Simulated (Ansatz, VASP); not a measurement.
**Ge in VASP and in Ansatz**

INCAR

```
ALGO = Normal
EDIFF = 1E-6
ENCUT = 500
GGA = PE
GGA_COMPAT = F
ISIF = 2
ISMEAR = 0
LASPH = T
LCHARG = F
LREAL = F
LWAVE = F
NBANDS = 21
NELM = 120
PREC = Accurate
SIGMA = 0.15
```

The input KPOINTS:

```
k-points
0
Gamma
  14 14 14
```

POSCAR

```
Ge
1.0
    0.0000000000      2.8004823000      2.8287700000
    2.8287700000      0.0000000000      2.8287700000
    2.8287700000      2.8004823000      0.0000000000
Ge
2
Direct
    0.5000000000      0.5000000000      0.5000000000
    0.7500000000      0.7500000000      0.7500000000
```

Input for Ansatz:

```yaml
crystal:
  lattice:
    - [0.0, 2.8004823, 2.82877]
    - [2.82877, 0.0, 2.82877]
    - [2.82877, 2.8004823, 0.0]
  atoms:
    - { symbol: Ge, position: [0.5, 0.5, 0.5] }
    - { symbol: Ge, position: [0.75, 0.75, 0.75] }
basis:
  ecutwfc: 420
kpoints:
  mp_grid: { grid: [14, 14, 14] }
hamiltonian:
  xc: pbe
scf:
  occupations: { method: gaussian, width: 0.15 }
output:
  forces: true
  stress: true
  eigenvalues: true
```

Change from the starting cell: strain -0.0100 x Voigt [0, 1, 0, 0, 0, 0], atoms carried along.

Alike in both runs: task single point; functional PBE; k mesh 14 × 14 × 14; occupations gaussian, width 0.15 eV; no spin polarisation.

```csv
,VASP,Ansatz
version,VASP 6.6.1,Ansatz 0.2.0
potentials or method,"VASP PAW PBE potentials, release 64 (Ge_d), cutoff 500 eV","scalar-relativistic, plane waves, PAW"
valence electrons in the cell,28,28
```

|  | VASP | Ansatz | Ansatz less VASP |
| --- | --- | --- | --- |
| gap on the k mesh at the Fermi level (eV) | 0.08 | 0.07 | -0.005 |
| least direct gap on the mesh (eV) | 0.08 | 0.07 | -0.005 |
| pressure (GPa) | 4.3 | 4.4 | +0.14 |
| traceless stress, the component that is largest in VASP (GPa) | 0.47 | 0.47 | -0.003 |
